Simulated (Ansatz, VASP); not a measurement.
Two plane-wave programs on BN

File INCAR:

```
SYSTEM = BN
  PREC = Accurate
  ENCUT = 600
  EDIFF = 1E-6
  ISMEAR = 0
  SIGMA = 0.1
  LREAL = .FALSE.
  LASPH = .TRUE.
  NELM = 120
  ALGO = Normal
  ISIF = 2
  LWAVE = .FALSE.
  LCHARG = .FALSE.
  GGA = PE
  NBANDS = 11
  GGA_COMPAT = .FALSE.
```

File KPOINTS:

```
Automatic mesh
0
G
  4 4 4
  0 0 0
```

POSCAR

```
BN
1.0
    0.0000000000      1.6113025004      1.6113025004
    1.6113025004      0.0000000000      1.6113025004
    1.6113025004      1.6113025004      0.0000000000
B N
1 1
Direct
    0.0000000000      0.0000000000      0.0000000000
    0.7500000000      0.7500000000      0.7500000000
```

Input for Ansatz:

```yaml
crystal:
  lattice:
    - [0.0, 1.6113025004, 1.6113025004]
    - [1.6113025004, 0.0, 1.6113025004]
    - [1.6113025004, 1.6113025004, 0.0]
  atoms:
    - { symbol: B, position: [0.0, 0.0, 0.0] }
    - { symbol: "N", position: [0.75, 0.75, 0.75] }
basis:
  ecutwfc: 420
kpoints:
  mp_grid: { grid: [4, 4, 4] }
hamiltonian:
  xc: pbe
scf:
  occupations: { method: gaussian, width: 0.1 }
output:
  forces: true
  stress: true
  eigenvalues: true
```

Alike in both runs: task single point; functional PBE; k mesh 4 × 4 × 4; occupations gaussian, width 0.1 eV; no spin polarisation.

|  | VASP | Ansatz |
| --- | --- | --- |
| version | VASP 6.6.1 | Ansatz 0.2.0 |
| potentials or method | VASP PAW PBE potentials, release 64 (B, N), cutoff 600 eV | scalar-relativistic, plane waves, PAW |
| valence electrons in the cell | 8 | 8 |

```tsv
	VASP	Ansatz	Ansatz less VASP
gap on the k mesh at the Fermi level (eV)	4.72	4.76	+0.034
least direct gap on the mesh (eV)	10.44	10.46	+0.025
```

The functional is the same, so the differences come from potentials, cutoffs and numerics.

The k mesh is coarse, so the values compare programs but aren't converged.
